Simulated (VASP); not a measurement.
Crystal: CdS.

```xyz
2
Lattice="0.0000 2.7532 2.7532 2.7532 0.0000 2.7532 2.7532 2.7532 0.0000" Properties=species:S:1:pos:R:3 pbc="T T T"
Cd    0.0000    0.0000    0.0000
S     2.7532    2.7532    2.7532
```

Program: VASP 6.6.1. Alike in all runs: task single point; no spin polarisation; cell as given; cutoff (eV) 520.

**Question.** Order these runs on this cell by their pressure, lowest first.
A. level LDA; potentials or basis VASP PAW LDA potentials, release 64 (Cd, S); k mesh 12 × 12 × 12; smearing fermi-dirac 0.05 eV
B. level PBEsol; potentials or basis VASP PAW PBE potentials, release 64 (Cd, S); k mesh 8 × 8 × 8; smearing gaussian 0.1 eV
C. level PBE; potentials or basis VASP PAW PBE potentials, release 64 (Cd, S); k mesh 8 × 8 × 8; smearing gaussian 0.017 eV
D. level BLYP; potentials or basis VASP PAW PBE potentials, release 64 (Cd, S); k mesh 8 × 8 × 8; smearing fermi-dirac 0.05 eV
E. level RPBE; potentials or basis VASP PAW PBE potentials, release 64 (Cd, S); k mesh 8 × 8 × 8; smearing gaussian 0.1 eV

**Answer.** A (-6.4 GPa), B (-4.0 GPa), C (-0.1 GPa), E (2.5 GPa), D (4.5 GPa).

Caveats: the PAW data sets were made with another functional, which shifts forces and pressure a little (some runs).
